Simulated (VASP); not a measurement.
H2Os:

```
H Os
1.0
     2.43427    0.00000    0.00000
     0.00000    2.43427    0.00000
     0.00000    0.00000    4.41199
H Os
2 1
Cartesian
  1.2171 1.2171 2.2060
  0.0000 0.0000 2.2060
  0.0000 0.0000 0.0000
```

The cell was generated, and may not be a known phase.

| Property | Result |
| --- | --- |
| Program | VASP 6.6.1 |
| Task | relaxation of cell and atoms |
| Functional | PBE |
| Potentials or basis | VASP PAW PBE potentials, release 64 (H, Os) |
| Cutoff | 600 eV |
| k mesh | 8 × 8 × 4 |
| Occupations | gaussian, width 0.1 eV |
| Spin | no spin polarisation |

At the start: pressure -3.1 GPa; volume 8.71 Å³/atom.

Question: How do energy, volume and symmetry change on relaxing?

Answer: Over 9 steps the energy falls by 288.0 meV/atom and the volume is 7.77 Å³/atom (-10.9 %); space group P4/mmm (No. 123, to 0.1 Å) before and after.

The path:
| step | energy change (eV) | largest force (eV/Å) | pressure (GPa) | volume (Å³) |
| --- | --- | --- | --- | --- |
| 1 | 0.0000 | 0.0000 | -3.15 | 26.14 |
| 2 | -0.4613 | 0.0000 | -9.04 | 25.41 |
| 3 | -0.3592 | 0.0000 | 17.57 | 22.13 |
| 4 | -0.8159 | 0.0000 | -7.99 | 24.35 |
| 5 | -0.8534 | 0.0000 | -4.88 | 23.86 |
| 6 | -0.8531 | 0.0000 | -5.32 | 23.92 |
| 7 | -0.8521 | 0.0000 | 5.93 | 22.69 |
| 8 | -0.8634 | 0.0000 | -0.10 | 23.31 |
| 9 | -0.8640 | 0.0000 | -0.02 | 23.30 |

Final structure:
```xyz
3
Lattice="2.5664 0.0000 0.0000 0.0000 2.5664 0.0000 0.0000 0.0000 3.5379" Properties=species:S:1:pos:R:3 pbc="T T T"
H     1.2832    1.2832    1.7689
H     0.0000    2.5664    1.7689
Os    2.5664    0.0000    0.0000
```

Caveat: a cell axis changed by over 15 % at a fixed basis, so the end point is rough.
